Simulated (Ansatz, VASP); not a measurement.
**Cu in VASP and in Ansatz**

POSCAR

```
Cu
1.0
    0.0000000000      1.8075000000      1.8075000000
    1.8075000000      0.0000000000      1.8075000000
    1.8075000000      1.8075000000      0.0000000000
Cu
1
Direct
    0.0000000000      0.0000000000      0.0000000000
```

The input INCAR.step1:

```
PREC = Accurate
ENCUT = 600
ISMEAR = 0
SIGMA = 0.1
LREAL = False
LASPH = True
NELM = 100
GGA = PE
ALGO = Normal
EDIFF = 1E-4
LWAVE = True
LCHARG = False
```

The input INCAR.step2:

```
PREC = Accurate
ENCUT = 600
EDIFF = 1E-6
ISMEAR = 0
SIGMA = 0.1
LREAL = False
LASPH = True
NELM = 100
ALGO = Normal
ISIF = 3
LWAVE = False
LCHARG = False
METAGGA = R2SCAN
LMIXTAU = True
IBRION = 2
NSW = 100
EDIFFG = -0.005
ISTART = 1
```

The input KPOINTS:

```
regular mesh
0
Gamma
  20 20 20
```

Input for Ansatz:

```yaml
crystal:
  lattice:
    - [0.0, 1.8075, 1.8075]
    - [1.8075, 0.0, 1.8075]
    - [1.8075, 1.8075, 0.0]
  atoms:
    - { symbol: Cu, position: [0.0, 0.0, 0.0] }
basis:
  ecutwfc: 500
kpoints:
  mp_grid: { grid: [20, 20, 20] }
hamiltonian:
  xc: r2scan
scf:
  occupations: { method: gaussian, width: 0.1 }
output:
  forces: true
  stress: true
  eigenvalues: true
relax:
  adjacent_minimum: "off"
  f_tol: 0.005
  max_steps: 80
  cell: { stress_tol: 0.05 }
```

Alike in both runs: task relaxation of cell and atoms; functional r2SCAN; k mesh 20 × 20 × 20; occupations gaussian, width 0.1 eV; no spin polarisation.

|  | VASP | Ansatz |
| --- | --- | --- |
| version | VASP 6.6.1 | Ansatz 0.2.0 |
| potentials or method | VASP PAW PBE potentials, release 64 (Cu), cutoff 600 eV | scalar-relativistic, plane waves, PAW |
| valence electrons in the cell | 11 | 19 |

Ansatz gave:

| Quantity | Value |
| --- | --- |
| gap on the k mesh at the Fermi level, each at its own relaxed structure (eV) | none |
| relaxed volume (Å³/atom) | 11.44 |
| relaxed length of the cell vector where the two differ most in proportion (Å) | 2.529 |

**Question.** Which values does VASP return?

**Answer.** gap on the k mesh at the Fermi level, each at its own relaxed structure (eV): none; relaxed volume (Å³/atom): 11.48; relaxed length of the cell vector where the two differ most in proportion (Å): 2.532.

VASP's potentials were made for PBE, not for r2SCAN. A gap of «none» marks a metal or a gap that the smearing closes. VASP's potentials hold 11 valence electrons a cell and Ansatz's 19, so a difference there can come from the potentials and not from the codes.
